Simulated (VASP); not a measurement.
# Sb in VASP: single point with PBE+D4

Aim: the single point of Sb with PBE+D4.

Everything below comes from runs of VASP 6.6.1. Logs are shortened: lines on timing, memory, paths and dates and some standing lists are left out, and cuts for length are marked.

### Step 1. The cell of the first run

The cell holds a sheet with vacuum, 2 atoms: a = 4.059 Å, b = 4.059 Å, c = 27.100 Å, α = 90.00°, β = 90.00°, γ = 120.00°.

### Step 2. Single point, PBE+D4

INCAR reads:

```
  ALGO = Normal
  DIPOL = 0.5 0.5 0.289
  EDIFF = 1E-6
  ENCUT = 400
  GGA = PE
  GGA_COMPAT = F
  IDIPOL = 3
  ISIF = 2
  ISMEAR = 0
  IVDW = 13
  LASPH = T
  LCHARG = T
  LDIPOL = T
  LELF = T
  LREAL = F
  LVACPOTAV = T
  LVHAR = T
  LWAVE = F
  NBANDS = 12
  NELM = 120
  NELMDL = -8
  PREC = Accurate
  SIGMA = 0.03
```

KPOINTS reads:

```
k-points
0
Gamma
  12 12 1
```

POSCAR reads:

```
Sb
1.0
    4.0585974437      0.0000000000      0.0000000000
   -2.0292987219      3.5148484900      0.0000000000
    0.0000000000      0.0000000000     27.1000000030
Sb
2
Direct
    0.3333333333      0.6666666667      0.2582503918
    0.6666666667      0.3333333333      0.3192403830
```

Potentials or basis: VASP PAW PBE potentials, release 64 (Sb).

Command:

```sh
cat potpaw_PBE.64/Sb/POTCAR > POTCAR
mpirun -np 1 vasp_std > vasp.out
```

OUTCAR:

```text
EDIFF = 1E-6
   ENCUT = 400
   GGA = PE
   ISIF = 2
   ISMEAR = 0
   IVDW = 13
   LASPH = T
   LREAL = F
   NELM = 120
   NELMDL = -8
   PREC = Accurate

 ion  position               nearest neighbor table
   1  0.333  0.667  0.258-   2 2.87   2 2.87   2 2.87
   2  0.667  0.333  0.319-   1 2.87   1 2.87   1 2.87

  LATTYP: Found a hexagonal cell.
 ALAT       =     4.0585974437
 C/A-ratio  =     6.6771835293

  Lattice vectors:

 A1 = (   4.0585974437,   0.0000000000,   0.0000000000)
 A2 = (  -2.0292987219,   3.5148484900,   0.0000000000)
 A3 = (   0.0000000000,   0.0000000000,  27.1000000030)

Analysis of symmetry for initial positions (statically):
=====================================================================
 Subroutine PRICEL returns:
 Original cell was already a primitive cell.

 Routine SETGRP: Setting up the symmetry group for a
 hexagonal supercell.

 Subroutine GETGRP returns: Found 12 space group operations
 (whereof  6 operations were pure point group operations)
 out of a pool of 24 trial point group operations.

The static configuration has the point symmetry C_3v.
 The point group associated with its full space group is D_3d.

Analysis of symmetry for dynamics (positions and initial velocities):
=====================================================================
 Subroutine PRICEL returns:
 Original cell was already a primitive cell.

 Routine SETGRP: Setting up the symmetry group for a
 hexagonal supercell.

 Subroutine GETGRP returns: Found 12 space group operations
 (whereof  6 operations were pure point group operations)
 out of a pool of 24 trial point group operations.

The dynamic configuration has the point symmetry C_3v.
 The point group associated with its full space group is D_3d.

 Subroutine INISYM returns: Found 12 space group operations
 (whereof  6 operations are pure point group operations),
 and found     1 'primitive' translations

----------------------------------------------------------------------------------------

                                     Primitive cell

  volume of cell :     386.5911

  direct lattice vectors                    reciprocal lattice vectors
     4.058597444  0.000000000  0.000000000     0.246390536  0.142253642  0.000000000
    -2.029298722  3.514848490  0.000000000     0.000000000  0.284507285  0.000000000
     0.000000000  0.000000000 27.100000003     0.000000000  0.000000000  0.036900369

  length of vectors
     4.058597444  4.058597444 27.100000003     0.284507285  0.284507285  0.036900369

  position of ions in fractional coordinates (direct lattice)
     0.333333333  0.666666667  0.258250392
     0.666666667  0.333333333  0.319240383

  ion indices of the primitive-cell ions
   primitive index   ion index
                 1           1
                 2           2

----------------------------------------------------------------------------------------

 KPOINTS: k-points

Automatic generation of k-mesh.
 Grid dimensions read from file:
 generate k-points for:   12   12    1

 Generating k-lattice:

  Cartesian coordinates                     Fractional coordinates (reciprocal lattice)
     0.020532545  0.011854470  0.000000000     0.083333333  0.000000000  0.000000000
     0.000000000  0.023708940  0.000000000     0.000000000  0.083333333  0.000000000
     0.000000000  0.000000000  0.036900369     0.000000000  0.000000000  1.000000000

  Length of vectors
     0.023708940  0.023708940  0.036900369

  Shift w.r.t. Gamma in fractional coordinates (k-lattice)
     0.000000000  0.000000000  0.000000000

 Subroutine IBZKPT returns following result:
 ===========================================

 Found     19 irreducible k-points:

 Following reciprocal coordinates:
            Coordinates               Weight
  0.000000  0.000000  0.000000      1.000000
  0.083333  0.000000  0.000000      6.000000
  0.166667 -0.000000  0.000000      6.000000
  0.250000  0.000000  0.000000      6.000000
  0.333333  0.000000  0.000000      6.000000
  0.416667  0.000000  0.000000      6.000000
[... 11 lines left out ...]
  0.333333  0.250000  0.000000     12.000000
  0.333333  0.333333  0.000000      2.000000
   k-points           NKPTS =     19   k-points in BZ     NKDIM =     19   number of bands    NBANDS=     12
   number of dos      NEDOS =    301   number of ions     NIONS =      2
   total plane-waves  NPLWV = 141120
   dimension x,y,z NGX =    28 NGY =   28 NGZ =  180
   dimension x,y,z NGXF=    56 NGYF=   56 NGZF=  360
   ions per type =               2
   NGX,Y,Z   is equivalent  to a cutoff of  11.47, 11.47, 11.04 a.u.
   NGXF,Y,Z  is equivalent  to a cutoff of  22.94, 22.94, 22.08 a.u.
 SYSTEM =  unknown system
   PREC   = accura    normal or accurate (medium, high low for compatibility)
   ISTART =      0    job   : 0-new  1-cont  2-samecut
   ICHARG =      2    charge: 1-file 2-atom 10-const
   ISPIN  =      1    spin polarized calculation?
   LNONCOLLINEAR =      F non collinear calculations
   LSORBIT =      F    spin-orbit coupling
   LASPH  =      T    aspherical Exc in radial PAW
   ENCUT  =  400.0 eV  29.40 Ry    5.42 a.u.   6.62  6.62 44.19*2*pi/ulx,y,z
   NELM   =    120;   NELMIN=  2; NELMDL= -8     # of ELM steps
   EDIFF  = 0.1E-05   stopping-criterion for ELM
   LREAL  =      F    real-space projection
   EDIFFG = 0.1E-04   stopping-criterion for IOM
   NSW    =      0    number of steps for IOM
   IBRION =     -1    ionic relax: 0-MD 1-quasi-New 2-CG
   NFREE  =      0    steps in history (QN), initial steepest desc. (CG)
   ISIF   =      2    stress and relaxation
   ISYM   =      2    0-nonsym 1-usesym 2-fastsym
   POTIM  = 0.5000    time-step for ionic-motion
   TEBEG  =    0.0;   TEEND  =   0.0 temperature during run
   PSTRESS=    0.0 pullay stress
   NELECT =      10.0000    total number of electrons
   NUPDOWN=      -1.0000    fix difference up-down
   EMIN   =  10.00;   EMAX   =-10.00  energy-range for DOS
   EFERMI =   0.00;   METHOD = LEGACY
   ISMEAR =     0;   SIGMA  =   0.03  broadening in eV -4-tet -1-fermi 0-gaus
   EFERMI_NEDOS =   21; number of points for ismear=-14 and -15
   IALGO  =     38    algorithm
   IMIX   =      4    mixing-type and parameters
     AMIX     =   0.40;   BMIX     =  1.00
     AMIX_MAG =   1.60;   BMIX_MAG =  1.00
  volume/ion in A,a.u.               =     193.30      1304.42
  Fermi-wavevector in a.u.,A,eV,Ry     =   0.484162  0.914934  3.189383  0.234413
  Thomas-Fermi vector in A             =   1.483711
   LORBIT       =      0    0 simple, 1 ext, 2 COOP (PROOUT), +10 PAW based schemes
   GGA     = PE    functional components
   LHFCALC =     F    Hartree Fock is set to
   AEXX    =    0.0000 exact exchange contribution
   IVDW    =    13    specifies the selected vdW correction
   LEPSILON=     F    determine dielectric tensor
   LRPA    =     F    only Hartree local field effects (RPA)
 non-spin polarized calculation
 Gauss-broadening in eV      SIGMA  =   0.03
  energy-cutoff  :      400.00
  volume of cell :      386.59
 maximum number of plane-waves:      7097
 NGX is ok and might be reduce to    28
   NGX = 13   NGY = 13   NGZ = 89

 dipolmoment           0.000000      0.000000      0.000001 electrons x Angstroem

 number of electron      10.0000000 magnetization

 dipolmoment           0.000000      0.000000     -0.000000 electrons x Angstroem

 Free energy of the ion-electron system (eV)
  ---------------------------------------------------
  ext. energy  EPLUGINS =         0.00000000
  ---------------------------------------------------
  free energy    TOTEN  =        -8.09797557 eV

  energy without entropy =       -8.09797557  energy(sigma->0) =       -8.09797557

 E-fermi :  -2.7475     XC(G=0):  -2.0176

 val. band max:       -2.9284033304   @ k =   0.0000   0.0000   0.0000
 cond. band min:      -1.7656995247   @ k =   0.3333   0.0000   0.0000
 fundamental gap:      1.1627038058
 Fermi energy:        -2.7475068976

 k-point     1 :       0.0000    0.0000    0.0000
  band No.  band energies     occupation
      1     -14.4726      2.00000
      2      -9.3921      2.00000
      3      -3.7377      2.00000
      4      -2.9284      2.00000
      5      -2.9284      2.00000
      6      -1.2766      0.00000
      7      -0.1312      0.00000
      8      -0.1312      0.00000
      9       1.2284      0.00000
     10       1.5023      0.00000
     11       1.9441      0.00000
     12       2.2315      0.00000

 k-point     2 :       0.0833    0.0000    0.0000
  band No.  band energies     occupation
      1     -14.3957      2.00000
      2      -9.3815      2.00000
      3      -3.7007      2.00000
      4      -3.6880      2.00000
      5      -3.1094      2.00000
      6      -0.8001      0.00000
      7      -0.2105      0.00000
      8       0.0394      0.00000
      9       1.3382      0.00000
     10       1.5881      0.00000
     11       2.0277      0.00000
     12       2.3186      0.00000

 k-point     3 :       0.1667   -0.0000    0.0000
  band No.  band energies     occupation
      1     -14.1675      2.00000
      2      -9.3844      2.00000
      3      -4.8233      2.00000
      4      -3.6172      2.00000
      5      -3.5083      2.00000
      6      -1.1860      0.00000
      7       0.3617      0.00000
      8       0.3997      0.00000
      9       1.5938      0.00000
     10       1.8464      0.00000
     11       2.2716      0.00000
     12       2.5663      0.00000
[... 211 lines left out ...]
 k-point    18 :       0.3333    0.2500    0.0000
  band No.  band energies     occupation
      1     -12.0555      2.00000
      2     -11.0510      2.00000
      3      -6.4708      2.00000
      4      -5.2436      2.00000
      5      -4.5224      2.00000
      6      -1.4010      0.00000
      7       0.1778      0.00000
      8       0.7135      0.00000
      9       3.3051      0.00000
     10       3.8134      0.00000
     11       4.0948      0.00000
     12       4.5549      0.00000

 k-point    19 :       0.3333    0.3333    0.0000
  band No.  band energies     occupation
      1     -11.5401      2.00000
      2     -11.5401      2.00000
      3      -6.6507      2.00000
      4      -4.8736      2.00000
      5      -4.8736      2.00000
      6      -1.6125      0.00000
      7       0.5713      0.00000
      8       0.5713      0.00000
      9       3.5770      0.00000
     10       4.4017      0.00000
     11       4.4017      0.00000
     12       4.8578      0.00000

------------------------ aborting loop because EDIFF is reached ----------------------------------------

 vacuum level on the upper side and lower side of the slab       (xc-potential included)        -0.126        -0.127

  DFT-D4 for vdW energy calculation

  Edisp (eV):   -0.55426

  FORCE on cell =-STRESS in cart. coord.  units (eV):
  Direction    XX          YY          ZZ          XY          YZ          ZX
  --------------------------------------------------------------------------------------
  -------------------------------------------------------------------------------------
  Total       0.03126     0.03126     0.13922    -0.00000     0.00000    -0.00000
  in kB       0.12957     0.12957     0.57696    -0.00000     0.00000    -0.00000
  external pressure =        0.28 kB  Pullay stress =        0.00 kB

 VOLUME and BASIS-vectors are now :
 -----------------------------------------------------------------------------
  energy-cutoff  :      400.00
  volume of cell :      386.59
      direct lattice vectors                 reciprocal lattice vectors
     4.058597444  0.000000000  0.000000000     0.246390536  0.142253642  0.000000000
    -2.029298722  3.514848490  0.000000000     0.000000000  0.284507285  0.000000000
     0.000000000  0.000000000 27.100000003     0.000000000  0.000000000  0.036900369

 POSITION                                       TOTAL-FORCE (eV/Angst)
 -----------------------------------------------------------------------------------
     -0.00000      2.34323      6.99859        -0.000000      0.000000     -0.081836
      2.02930      1.17162      8.65141         0.000000     -0.000000      0.081836
 -----------------------------------------------------------------------------------
    total drift:                               -0.000000      0.000000     -0.000002

  FREE ENERGIE OF THE ION-ELECTRON SYSTEM (eV)
  ---------------------------------------------------
  free  energy   TOTEN  =        -8.6522362490 eV

  energy  without entropy=       -8.6522362490  energy(sigma->0) =       -8.65223625

 vacuum level on the upper side and lower side of the slab         1.781         1.781
```

Run time: 3.4 min. Hardware: 1 thread of Intel Xeon 8259CL, shared host; peak memory 0.35 GiB.

What came out:

- Free energy: -8.6522 eV
- Largest force: 0.082 eV/Å
- Band gap on the k mesh: 1.16 eV, indirect (least direct gap 1.65 eV)
- Dispersion energy per atom: -0.277 eV
- Ionisation potential of the upper face: 4.71 eV

Forces on the atoms (eV/Å):
```
Sb   0.000  0.000 -0.082
Sb   0.000  0.000  0.082
```

Caveat: spin-orbit coupling is left out, which moves the levels of the heavy elements.
